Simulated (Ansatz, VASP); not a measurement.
## HfC: VASP beside Ansatz

```
Hf C
1.0
     3.28620    0.00000    0.00000
    -1.64310    2.84593    0.00000
     0.00000    0.00000    5.11452
Hf C
2 2
Cartesian
  1.6431 0.9486 3.8359
  0.0000 1.8973 1.2786
  0.0000 0.0000 0.0000
  0.0000 0.0000 2.5573
```

Alike in both runs: task single point; functional r2SCAN; k mesh 8 × 8 × 5; no spin polarisation.

```csv
,VASP,Ansatz
version,VASP 6.6.1,Ansatz 0.2.0
potentials or method,"VASP PAW PBE potentials, release 64 (Hf_pv, C), cutoff 520 eV","plane waves, PAW"
occupations,"fermi-dirac, width 0.1 eV",fermi-dirac
valence electrons in the cell,28,60
```

VASP gave:

```
pressure (GPa)                                                : 9.5
traceless stress, the component that is largest in VASP (GPa) : 3.54
```

Q: Which values does Ansatz return?

A: Pressure (GPa): 10.4; traceless stress, the component that is largest in VASP (GPa): 3.47.

VASP's potentials were made for PBE, not for r2SCAN. VASP's potentials hold 28 valence electrons a cell and Ansatz's 60, so a difference there can come from the potentials and not from the codes.

Spin-orbit coupling is off throughout.
